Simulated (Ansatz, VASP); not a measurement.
## Hf in VASP and in Ansatz

The input POSCAR:

```
Hf
1.0
    2.9138100000      0.0000000000      0.0000000000
    0.0000000000      2.9138100000      0.0000000000
    0.0000000000      0.0000000000      2.9138100000
Hf
1
Direct
    0.5000000000      0.5000000000      0.5000000000
```

INCAR.step1

```
SYSTEM = Hf
PREC = Accurate
ENCUT = 600
EDIFF = 1E-5
ISMEAR = -1
SIGMA = 0.05
LREAL = .False.
LASPH = .True.
NELM = 100
ALGO = Normal
LWAVE = .True.
LCHARG = .False.
GGA = PE
NBANDS = 11
```

Contents of INCAR.step2:

```
SYSTEM = Hf
PREC = Accurate
ENCUT = 600
EDIFF = 1E-6
ISMEAR = -1
SIGMA = 0.05
LREAL = .False.
LASPH = .True.
NELM = 100
ALGO = Normal
ISIF = 3
LWAVE = .False.
LCHARG = .False.
GGA = PE
LHFCALC = .True.
AEXX = 0.25
HFSCREEN = 0.3
PRECFOCK = Normal
IBRION = 2
NSW = 60
EDIFFG = -0.01
ISTART = 1
```

Contents of KPOINTS:

```
Automatic mesh
0
Gamma
  5 5 5
  0 0 0
```

input

```
crystal:
  lattice:
    - [2.91381, 0.0, 0.0]
    - [0.0, 2.91381, 0.0]
    - [0.0, 0.0, 2.91381]
  atoms:
    - { symbol: Hf, position: [0.5, 0.5, 0.5] }
hamiltonian:
  xc: { exchange: pbe, correlation: pbe, exx: { coeff: 0.25, omega: 0.3 } }
  pseudopotentials: { kind: paw }
kpoints:
  mp_grid: { grid: [5, 5, 5] }
scf:
  occupations: { method: fermi_dirac, width: 0.05 }
output:
  forces: true
  stress: true
  eigenvalues: true
relax:
  f_tol: 0.01
  max_steps: 40
  cell: { stress_tol: 0.05 }
```

Alike in both runs: task relaxation of cell and atoms; functional PBE-based screened hybrid; k mesh 5 × 5 × 5; occupations fermi-dirac, width 0.05 eV; no spin polarisation.

|  | VASP | Ansatz |
| --- | --- | --- |
| version | VASP 6.6.1 | Ansatz 0.2.0 |
| potentials or method | VASP PAW PBE potentials, release 64 (Hf_pv) | Ansatz PAW |
| plane-wave cutoff (eV) | 600 | 420 |
| valence electrons in the cell | 10 | 26 |

Ansatz gave:

```
gap on the k mesh at the Fermi level, each at its own relaxed structure (eV) : none
relaxed volume (Å³/atom)                                                     : 25.20
relaxed cell length with the largest relative difference (Å)                 : 2.932
```

**Question.** Which values does VASP return?

**Answer.** gap on the k mesh at the Fermi level, each at its own relaxed structure (eV): none; relaxed volume (Å³/atom): 24.77; relaxed cell length with the largest relative difference (Å): 2.915.

VASP's potentials were made for PBE, not for PBE-based screened hybrid. A gap of «none» marks a metal or a gap that the smearing closes. VASP's potentials hold 10 valence electrons a cell and Ansatz's 26, so a difference there can come from the potentials and not from the codes.

The k mesh is coarse, so the values compare programs but aren't converged. Neither program's run includes spin-orbit coupling. Noted on Ansatz's run: the plane-wave basis is chosen anew once the cell has moved, so the energies of steps on either side of that aren't comparable.
